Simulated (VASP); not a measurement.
# BiW3 (P6_3/mmc) in VASP: single point with PBE

Aim: the single point of BiW3 with PBE.

All numbers are computed with VASP 6.6.1; they aren't measurements. Logs are shortened: lines on timing, memory, paths and dates and some standing lists are left out, and cuts for length are marked.

### 1 The cell of the first run

Symmetry: P6_3/mmc, No. 194, hexagonal system. The conventional cell has a = 6.439 Å, b = 6.439 Å, c = 4.541 Å, α = 90.00°, β = 90.00°, γ = 120.00°. Bi (site symmetry -6m2) has 12 W at 3.16 to 3.24 Å and 8 Bi at 4.36 to 4.54 Å within 4.6 Å. Within 3.5 Å of W (site symmetry mm2) lie 6 W at 2.63 to 2.73 Å and 4 Bi at 3.16 to 3.24 Å.

### 2 Single point, PBE

File INCAR:

```
  ALGO = Fast
  EDIFF = 1E-6
  ENCUT = 520
  GGA = PE
  ISIF = 2
  ISMEAR = 0
  LASPH = T
  LCHARG = F
  LREAL = F
  LWAVE = F
  NBANDS = 67
  NELM = 100
  PREC = Accurate
  SIGMA = 0.1
```

File KPOINTS:

```
k-points
0
Gamma
  6 6 8
```

File POSCAR:

```
BiW3
1.0
    6.4385019838      0.0000000000      0.0000000000
   -3.2192509919      5.5759062803      0.0000000000
    0.0000000000      0.0000000000      4.5406968224
Bi W
2 6
Direct
    0.3333333333      0.6666666667      0.2500000000
    0.6666666667      0.3333333333      0.7500000000
    0.8638131187      0.7276262373      0.2500000000
    0.1361868813      0.8638131187      0.7500000000
    0.2723737627      0.1361868813      0.2500000000
    0.1361868813      0.2723737627      0.7500000000
    0.8638131187      0.1361868813      0.2500000000
    0.7276262373      0.8638131187      0.7500000000
```

Potentials or basis: VASP PAW PBE potentials, release 64 (Bi_d, W_sv).

Launch:

```sh
$ cat potpaw_PBE.64/Bi_d/POTCAR potpaw_PBE.64/W_sv/POTCAR > POTCAR
$ mpirun -np 1 vasp_std > vasp.out
```

OUTCAR:

```text
EDIFF = 1E-6
   ENCUT = 520
   GGA = PE
   ISIF = 2
   ISMEAR = 0
   LASPH = T
   LREAL = F
   NELM = 100
   PREC = Accurate

 ion  position               nearest neighbor table
   1  0.333  0.667  0.250-   4 3.16   4 3.16   8 3.16   8 3.16   6 3.16   6 3.16   3 3.24   5 3.24
                             7 3.24   7 3.24   3 3.24   5 3.24
   2  0.667  0.333  0.750-   7 3.16   7 3.16   5 3.16   5 3.16   3 3.16   3 3.16   6 3.24   8 3.24
                             4 3.24   4 3.24   6 3.24   8 3.24
   3  0.864  0.728  0.250-   5 2.63   7 2.63   4 2.73   4 2.73   8 2.73   8 2.73   2 3.16   2 3.16
                             1 3.24   1 3.24
   4  0.136  0.864  0.750-   8 2.63   6 2.63   3 2.73   3 2.73   5 2.73   5 2.73   1 3.16   1 3.16
                             2 3.24   2 3.24
   5  0.272  0.136  0.250-   7 2.63   3 2.63   4 2.73   4 2.73   6 2.73   6 2.73   2 3.16   2 3.16
                             1 3.24   1 3.24
   6  0.136  0.272  0.750-   4 2.63   8 2.63   7 2.73   7 2.73   5 2.73   5 2.73   1 3.16   1 3.16
                             2 3.24   2 3.24
   7  0.864  0.136  0.250-   5 2.63   3 2.63   6 2.73   6 2.73   8 2.73   8 2.73   2 3.16   2 3.16
                             1 3.24   1 3.24
   8  0.728  0.864  0.750-   4 2.63   6 2.63   7 2.73   7 2.73   3 2.73   3 2.73   1 3.16   1 3.16
                             2 3.24   2 3.24

  LATTYP: Found a hexagonal cell.
 ALAT       =     6.4385019838
 C/A-ratio  =     0.7052411933

  Lattice vectors:

 A1 = (   6.4385019838,   0.0000000000,   0.0000000000)
 A2 = (  -3.2192509919,   5.5759062803,   0.0000000000)
 A3 = (   0.0000000000,   0.0000000000,   4.5406968224)

Analysis of symmetry for initial positions (statically):
=====================================================================
 Subroutine PRICEL returns:
 Original cell was already a primitive cell.

 Routine SETGRP: Setting up the symmetry group for a
 hexagonal supercell.

 Subroutine GETGRP returns: Found 24 space group operations
 (whereof 12 operations were pure point group operations)
 out of a pool of 24 trial point group operations.

The static configuration has the point symmetry D_3d.
 The point group associated with its full space group is D_6h.

Analysis of symmetry for dynamics (positions and initial velocities):
=====================================================================
 Subroutine PRICEL returns:
 Original cell was already a primitive cell.

 Routine SETGRP: Setting up the symmetry group for a
 hexagonal supercell.

 Subroutine GETGRP returns: Found 24 space group operations
 (whereof 12 operations were pure point group operations)
 out of a pool of 24 trial point group operations.

The dynamic configuration has the point symmetry D_3d.
 The point group associated with its full space group is D_6h.

 Subroutine INISYM returns: Found 24 space group operations
 (whereof 12 operations are pure point group operations),
 and found     1 'primitive' translations

----------------------------------------------------------------------------------------

                                     Primitive cell

  volume of cell :     163.0132

  direct lattice vectors                    reciprocal lattice vectors
     6.438501984  0.000000000  0.000000000     0.155315631  0.089671522  0.000000000
    -3.219250992  5.575906280  0.000000000     0.000000000  0.179343043  0.000000000
     0.000000000  0.000000000  4.540696822     0.000000000  0.000000000  0.220230515

  length of vectors
     6.438501984  6.438501984  4.540696822     0.179343043  0.179343043  0.220230515

  position of ions in fractional coordinates (direct lattice)
     0.333333333  0.666666667  0.250000000
     0.666666667  0.333333333  0.750000000
     0.863813119  0.727626237  0.250000000
     0.136186881  0.863813119  0.750000000
     0.272373763  0.136186881  0.250000000
     0.136186881  0.272373763  0.750000000
     0.863813119  0.136186881  0.250000000
     0.727626237  0.863813119  0.750000000

  ion indices of the primitive-cell ions
   primitive index   ion index
                 1           1
                 2           2
                 3           3
                 4           4
                 5           5
                 6           6
                 7           7
                 8           8

----------------------------------------------------------------------------------------

 KPOINTS: k-points

Automatic generation of k-mesh.
 Grid dimensions read from file:
 generate k-points for:    6    6    8

 Generating k-lattice:

  Cartesian coordinates                     Fractional coordinates (reciprocal lattice)
     0.025885939  0.014945254  0.000000000     0.166666667 -0.000000000  0.000000000
     0.000000000  0.029890507  0.000000000     0.000000000  0.166666667  0.000000000
     0.000000000  0.000000000  0.027528814     0.000000000  0.000000000  0.125000000

  Length of vectors
     0.029890507  0.029890507  0.027528814

  Shift w.r.t. Gamma in fractional coordinates (k-lattice)
     0.000000000  0.000000000  0.000000000

 Subroutine IBZKPT returns following result:
 ===========================================

 Found     35 irreducible k-points:

 Following reciprocal coordinates:
            Coordinates               Weight
  0.000000  0.000000  0.000000      1.000000
  0.166667  0.000000  0.000000      6.000000
  0.333333 -0.000000  0.000000      6.000000
  0.500000 -0.000000  0.000000      3.000000
  0.166667  0.166667  0.000000      6.000000
  0.333333  0.166667  0.000000     12.000000
[... 16 lines left out ...]
  0.166667  0.000000  0.375000     12.000000
  0.333333 -0.000000  0.375000     12.000000
 [... further k-points ...]
   k-points           NKPTS =     35   k-points in BZ     NKDIM =     35   number of bands    NBANDS=     67
   number of dos      NEDOS =    301   number of ions     NIONS =      8
   total plane-waves  NPLWV =  82944
   dimension x,y,z NGX =    48 NGY =   48 NGZ =   36
   dimension x,y,z NGXF=    96 NGYF=   96 NGZF=   72
   ions per type =               2   6
   NGX,Y,Z   is equivalent  to a cutoff of  12.39, 12.39, 13.18 a.u.
   NGXF,Y,Z  is equivalent  to a cutoff of  24.79, 24.79, 26.36 a.u.
 SYSTEM =  unknown system
   PREC   = accura    normal or accurate (medium, high low for compatibility)
   ISTART =      0    job   : 0-new  1-cont  2-samecut
   ICHARG =      2    charge: 1-file 2-atom 10-const
   ISPIN  =      1    spin polarized calculation?
   LNONCOLLINEAR =      F non collinear calculations
   LSORBIT =      F    spin-orbit coupling
   LASPH  =      T    aspherical Exc in radial PAW
   ENCUT  =  520.0 eV  38.22 Ry    6.18 a.u.  11.97 11.97  8.44*2*pi/ulx,y,z
   NELM   =    100;   NELMIN=  2; NELMDL= -5     # of ELM steps
   EDIFF  = 0.1E-05   stopping-criterion for ELM
   LREAL  =      F    real-space projection
   EDIFFG = 0.1E-04   stopping-criterion for IOM
   NSW    =      0    number of steps for IOM
   IBRION =     -1    ionic relax: 0-MD 1-quasi-New 2-CG
   NFREE  =      0    steps in history (QN), initial steepest desc. (CG)
   ISIF   =      2    stress and relaxation
   ISYM   =      2    0-nonsym 1-usesym 2-fastsym
   POTIM  = 0.5000    time-step for ionic-motion
   TEBEG  =    0.0;   TEEND  =   0.0 temperature during run
   PSTRESS=    0.0 pullay stress
   NELECT =     114.0000    total number of electrons
   NUPDOWN=      -1.0000    fix difference up-down
   EMIN   =  10.00;   EMAX   =-10.00  energy-range for DOS
   EFERMI =   0.00;   METHOD = LEGACY
   ISMEAR =     0;   SIGMA  =   0.10  broadening in eV -4-tet -1-fermi 0-gaus
   EFERMI_NEDOS =   21; number of points for ismear=-14 and -15
   IALGO  =     68    algorithm
   IMIX   =      4    mixing-type and parameters
     AMIX     =   0.40;   BMIX     =  1.00
     AMIX_MAG =   1.60;   BMIX_MAG =  1.00
  volume/ion in A,a.u.               =      20.38       137.51
  Fermi-wavevector in a.u.,A,eV,Ry     =   1.453122  2.746003 28.729580  2.111565
  Thomas-Fermi vector in A             =   2.570425
   LORBIT       =      0    0 simple, 1 ext, 2 COOP (PROOUT), +10 PAW based schemes
   GGA     = PE    functional components
   LHFCALC =     F    Hartree Fock is set to
   AEXX    =    0.0000 exact exchange contribution
   IVDW    =     0    specifies the selected vdW correction
   LEPSILON=     F    determine dielectric tensor
   LRPA    =     F    only Hartree local field effects (RPA)
 non-spin polarized calculation
 RMM-DIIS sequential band-by-band and
 Gauss-broadening in eV      SIGMA  =   0.10
  energy-cutoff  :      520.00
  volume of cell :      163.01
 maximum number of plane-waves:      4424
 NGX is ok and might be reduce to    48
   NGX = 23   NGY = 23   NGZ = 17

 number of electron     113.9999996 magnetization

 Free energy of the ion-electron system (eV)
  ---------------------------------------------------
  ext. energy  EPLUGINS =         0.00000000
  ---------------------------------------------------
  free energy    TOTEN  =       -78.58141540 eV

  energy without entropy =      -78.54074141  energy(sigma->0) =      -78.56107841

 E-fermi :   9.9034     XC(G=0): -12.1314

 val. band max:        9.8971874068   @ k =   0.1667   0.1667   0.1250
 cond. band min:       9.9052334485   @ k =   0.0000   0.0000   0.1250
 fundamental gap:      0.0080460417
 Fermi energy:         9.9033634300

 k-point     1 :       0.0000    0.0000    0.0000
  band No.  band energies     occupation
      1     -64.3089      2.00000
      2     -64.2058      2.00000
      3     -64.2058      2.00000
      4     -64.1862      2.00000
      5     -64.1449      2.00000
      6     -64.1449      2.00000
[... 59 lines left out ...]
     66      11.5967      0.00000
     67      12.1830      0.00000

 k-point     2 :       0.1667    0.0000    0.0000
  band No.  band energies     occupation
      1     -64.3088      2.00000
      2     -64.2059      2.00000
      3     -64.2058      2.00000
      4     -64.1861      2.00000
      5     -64.1450      2.00000
      6     -64.1449      2.00000
[... 59 lines left out ...]
     66      11.6805      0.00000
     67      11.8000      0.00000

 k-point     3 :       0.3333   -0.0000    0.0000
  band No.  band energies     occupation
      1     -64.3087      2.00000
      2     -64.2061      2.00000
      3     -64.2058      2.00000
      4     -64.1860      2.00000
      5     -64.1451      2.00000
      6     -64.1449      2.00000
[... 1459 lines left out ...]
     66      11.7651      0.00000
     67      12.0551      0.00000

 k-point    24 :       0.3333   -0.0000    0.3750
  band No.  band energies     occupation
      1     -64.2710      2.00000
      2     -64.2241      2.00000
      3     -64.1873      2.00000
      4     -64.1871      2.00000
      5     -64.1640      2.00000
      6     -64.1638      2.00000
[... 59 lines left out ...]
     66      11.8716      0.00000
     67      11.9842      0.00000

 [... further k-points ...]

------------------------ aborting loop because EDIFF is reached ----------------------------------------

  FORCE on cell =-STRESS in cart. coord.  units (eV):
  Direction    XX          YY          ZZ          XY          YZ          ZX
  --------------------------------------------------------------------------------------
  -------------------------------------------------------------------------------------
  Total        0.2370603      0.2370603      0.4155863      0.0000000     -0.0000000      0.0000000
  in kB        2.3299497      2.3299497      4.0845953      0.0000000     -0.0000000      0.0000000
  external PRESSURE =       2.9148316 kB  Pullay stress =       0.0000000 kB

 VOLUME and BASIS-vectors are now :
 -----------------------------------------------------------------------------
  energy-cutoff  :      520.00
  volume of cell :      163.01
      direct lattice vectors                 reciprocal lattice vectors
     6.438501984  0.000000000  0.000000000     0.155315631  0.089671522  0.000000000
    -3.219250992  5.575906280  0.000000000     0.000000000  0.179343043  0.000000000
     0.000000000  0.000000000  4.540696822     0.000000000  0.000000000  0.220230515

 POSITION                                       TOTAL-FORCE (eV/Angst)
 -----------------------------------------------------------------------------------
     -0.00000      3.71727      1.13517         0.000000     -0.000000      0.000000
      3.21925      1.85864      3.40552        -0.000000     -0.000000      0.000000
      3.21925      4.05718      1.13517        -0.000000     -0.042350     -0.000000
     -1.90399      4.81654      3.40552         0.036676     -0.021175      0.000000
      1.31526      0.75937      1.13517         0.036676      0.021175      0.000000
     -0.00000      1.51873      3.40552         0.000000      0.042350      0.000000
      5.12324      0.75937      1.13517        -0.036676      0.021175      0.000000
      1.90399      4.81654      3.40552        -0.036676     -0.021175      0.000000
 -----------------------------------------------------------------------------------
    total drift:                               -0.000000      0.000000      0.000000

  FREE ENERGIE OF THE ION-ELECTRON SYSTEM (eV)
  ---------------------------------------------------
  free  energy   TOTEN  =       -78.5814153972 eV

  energy  without entropy=      -78.5407414130  energy(sigma->0) =      -78.56107841
```

Wall time 11 min (1 thread of Oxide Virtual Turin-like, shared host); peak memory 0.42 GiB.

What came out:

| Quantity | Value |
| --- | --- |
| Free energy | -78.5814 eV |
| Pressure | 0.3 GPa |
| Largest force | 0.042 eV/Å |
| Band gap on the k mesh | zero (bands 57 and 58 overlap by 0.62 eV) |

Forces in eV/Å, atoms in the order of the input:
```
Bi   0.000  0.000  0.000
Bi   0.000  0.000  0.000
W    0.000 -0.042  0.000
W    0.037 -0.021  0.000
W    0.037  0.021  0.000
W    0.000  0.042  0.000
W   -0.037  0.021  0.000
W   -0.037 -0.021  0.000
```

Stress tensor (GPa, compression positive):
```
0.23 0.00 0.00
0.00 0.23 0.00
0.00 0.00 0.41
```

Levels at points of the mesh, in eV from the Fermi level:
```csv
k point,band 55,band 56,band 57,band 58,band 59,band 60
"(0.00, 0.00, 0.00)",-1.05,-1.05,0.30,0.30,0.42,0.54
"(0.50, 0.00, 0.00)",-1.01,-0.91,-0.49,-0.25,-0.04,0.02
"(0.00, 0.00, 0.50)",-1.37,-1.37,0.30,0.30,0.42,0.42
"(0.50, 0.00, 0.50)",-0.41,-0.41,-0.26,-0.26,1.00,1.00
```

Caveat: spin-orbit coupling is left out, which moves the levels of the heavy elements.
